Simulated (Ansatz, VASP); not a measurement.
## As: VASP beside Ansatz

```
As
1.0
     2.94171    0.00000    0.00000
    -1.47085    2.54759    0.00000
     0.00000    0.00000    9.80377
As
4
Cartesian
  0.0000 0.0000 0.0000
  0.0000 0.0000 4.9019
  0.0000 1.6984 7.3528
  1.4709 0.8492 2.4509
```

Alike in both runs: functional PBEsol; k mesh 18 × 18 × 6; occupations gaussian, width 0.1 eV; no spin polarisation.

Ansatz relaxed the structure, and its values are those at the end. VASP's run is a single point on that final structure, the one shown.

```csv
,VASP,Ansatz
version,VASP 6.6.1,Ansatz 0.2.0
potentials or method,"VASP PAW PBE potentials, release 64 (As), cutoff 520 eV","scalar-relativistic, plane waves, PAW"
valence electrons in the cell,20,60
```

|  | VASP | Ansatz | Ansatz less VASP |
| --- | --- | --- | --- |
| gap on the k mesh at the Fermi level (eV) | none | none | - |
| pressure (GPa) | 0.2 | 0.0 | -0.22 |

VASP's potentials were made for PBE, not for PBEsol. A gap of «none» marks a metal or a gap that the smearing closes. VASP's potentials hold 20 valence electrons a cell and Ansatz's 60, so a difference there can come from the potentials and not from the codes.
